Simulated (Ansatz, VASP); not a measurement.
## Pt: VASP beside Ansatz

INCAR

```
SYSTEM = Pt
PREC = Accurate ; ENCUT = 520
EDIFF = 1E-6 ; ISMEAR = 0
SIGMA = 0.1 ; LREAL = .FALSE.
LASPH = .TRUE. ; NELM = 100
ALGO = Normal ; ISIF = 2
LWAVE = .FALSE. ; LCHARG = .FALSE.
GGA = PE ; NBANDS = 11
```

Contents of KPOINTS:

```
regular mesh
0
G
  18 18 18
  0 0 0
```

The input POSCAR:

```
Pt
1.0
    0.0000000000      1.9445342422      1.9445342422
    1.9445342422      0.0000000000      1.9445342422
    1.9445342422      1.9445342422      0.0000000000
Pt
1
Direct
    0.0000000000      0.0000000000      0.0000000000
```

Input for Ansatz:

```yaml
crystal:
  lattice:
    - [0.0, 1.9445342422, 1.9445342422]
    - [1.9445342422, 0.0, 1.9445342422]
    - [1.9445342422, 1.9445342422, 0.0]
  atoms:
    - { symbol: Pt, position: [0.0, 0.0, 0.0] }
basis:
  ecutwfc: 420
kpoints:
  mp_grid: { grid: [18, 18, 18] }
hamiltonian:
  xc: pbe
scf:
  occupations: { method: gaussian, width: 0.1 }
output:
  forces: true
  stress: true
  eigenvalues: true
```

Alike in both runs: task single point; functional PBE; k mesh 18 × 18 × 18; occupations gaussian, width 0.1 eV; no spin polarisation.

|  | VASP | Ansatz |
| --- | --- | --- |
| version | VASP 6.6.1 | Ansatz 0.2.0 |
| potentials or method | VASP PAW PBE potentials, release 64 (Pt), cutoff 520 eV | scalar-relativistic, plane waves, PAW |
| valence electrons in the cell | 10 | 18 |

|  | VASP | Ansatz | Ansatz less VASP |
| --- | --- | --- | --- |
| gap on the k mesh at the Fermi level (eV) | none | none | - |
| pressure (GPa) | 17.6 | 18.1 | +0.57 |

A gap of «none» marks a metal or a gap that the smearing closes. With one functional, cell and mesh, what is left measures potentials, basis and numerics. VASP's potentials hold 10 valence electrons a cell and Ansatz's 18, so a difference there can come from the potentials and not from the codes.

Neither program's run includes spin-orbit coupling.
